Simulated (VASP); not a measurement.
Wanted: the native input for a VASP 6.6.1 run.

```yaml
Task: single point
Functional: PBE
Potentials_or_basis: VASP PAW PBE potentials, release 64 (Ca_sv, Ga_d, As)
Cutoff: 400 eV
k_mesh: 3 × 3 × 3
Occupations: gaussian, width 0.05 eV
Spin: no spin polarisation
Dipole_correction: no
Further_INCAR_settings: LREAL = Auto; ALGO = Normal; EDIFF = 1e-06; NBANDS = 164
```

The structure of CaGa15As16 (a cell with a defect) lies in POSCAR:

```
CaGa15As16
1.0
   -5.7459815093     -5.7459815093      5.7459815093
    5.7459815093      5.7459815093      5.7459815093
   -5.7459815093      5.7459815093     -5.7459815093
Ca Ga As
1 15 16
Direct
    0.2500000000      0.5000000000      0.2500000000
    0.5060752509      0.5000000000     -0.0010188569
    0.2500000000      0.7560752509     -0.0010188569
    0.7500000000      0.5000000000      0.7500000000
    0.5010188569      0.7510188569      0.7570941078
    0.2500000000      0.0000000000      0.7500000000
   -0.0010188569      0.5000000000      0.5060752509
    0.7570941078      0.7510188569      0.5010188569
    0.5010188569      0.0070941078      0.5010188569
    0.2500000000      0.2489811431      0.5060752509
   -0.0010188569      0.7560752509      0.2500000000
    0.7500000000      0.0000000000      0.2500000000
    0.5060752509      0.2489811431      0.2500000000
   -0.0060752509     -0.0070941078     -0.0060752509
    0.7429058922      0.2439247491     -0.0060752509
   -0.0060752509      0.2439247491      0.7429058922
   -0.0273956109      0.2226043891     -0.0273956109
    0.2500000000      0.2485981493      0.7542355776
   -0.0014018507      0.5000000000      0.7542355776
    0.5014018507      0.2556374283      0.5014018507
    0.2500000000      0.5000000000      0.5273956109
    0.0056374283      0.7514018507      0.5014018507
    0.7542355776      0.2485981493      0.2500000000
    0.5273956109      0.5000000000      0.2500000000
    0.2500000000      0.7773956109      0.2500000000
   -0.0014018507      0.0042355776      0.2500000000
    0.7542355776      0.5000000000     -0.0014018507
    0.5014018507      0.7514018507      0.0056374283
    0.2500000000      0.0042355776     -0.0014018507
    0.7457644224      0.7443625717      0.7457644224
    0.4943625717     -0.0042355776      0.7457644224
    0.7457644224     -0.0042355776      0.4943625717
```

These files were run (other wordings do the same):

INCAR

```
SYSTEM = CaGa15As16
PREC = Accurate
ENCUT = 400
EDIFF = 1E-6
ISMEAR = 0
SIGMA = 0.05
LREAL = Auto
LASPH = .TRUE.
NELM = 120
ALGO = Normal
ISIF = 2
LWAVE = .FALSE.
LCHARG = .FALSE.
GGA = PE
NBANDS = 164
GGA_COMPAT = .FALSE.
```

KPOINTS

```
Automatic mesh
0
G
  3 3 3
  0 0 0
```

Potentials or basis: VASP PAW PBE potentials, release 64 (Ca_sv, Ga_d, As).

The run is started by

```console
$ cat potpaw_PBE.64/Ca_sv/POTCAR potpaw_PBE.64/Ga_d/POTCAR potpaw_PBE.64/As/POTCAR > POTCAR
$ mpirun -np 1 vasp_std > vasp.out
```

It gave:

The pressure is 1.7 GPa. The largest force is 0.050 eV/Å and the band gap on the k mesh is zero (an odd number of electrons rules out a gap without spin polarisation).

Caveat: an odd number of electrons without spin polarisation forces a metal; a magnetic or distorted state may lie lower.

It took 19 min on 1 thread of Intel(R) Xeon(R) 6975P-C (Granite Rapids), with other jobs on the host, peak memory 0.81 GiB.
